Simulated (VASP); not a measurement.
Crystal: CdS.

```
Cd S
1.0
     4.00991    0.00000    0.00000
    -2.00496    3.47269    0.00000
     0.00000    0.00000    6.55432
Cd S
1 1
Direct
  0.00000 0.00000 0.44269
  0.66667 0.33333 0.43431
```

This cell differs from its parent crystal: ratio of the length along z to the lengths across it x 1.2, volume and fractional coordinates fixed.

Base run:

- Program: VASP 6.6.1
- Functional: PBEsol
- Potentials or basis: VASP PAW PBE potentials, release 64 (Cd_sv_GW, S)
- Cutoff: 540 eV
- k mesh: 9 × 9 × 6
- Occupations: gaussian, width 0.05 eV
- Spin: no spin polarisation

Its results: band gap on the k mesh 1.79 eV, indirect (the least direct gap lies 0.7 meV higher); pressure 4.1 GPa; largest force 0.045 eV/Å.

Q: The run is repeated on the same cell with these changes: potentials or basis from VASP PAW PBE potentials, release 64 (Cd_sv_GW, S) to VASP PAW PBE potentials, release 64 (Cd, S); cutoff from 540 eV to 520 eV; further incar settings from ALGO = Normal; EDIFF = 1e-06; NBANDS = 20 to ALGO = Normal; EDIFF = 1e-06; NBANDS = 16; valence electrons from 26 to 18. What comes out?

A: Band gap on the k mesh 1.81 eV, indirect (the least direct gap lies 0.7 meV higher); pressure 4.9 GPa; largest force 0.051 eV/Å.

Caveats: the PAW data sets were made with another functional, which shifts forces and pressure a little.

A k mesh can miss the band edges.
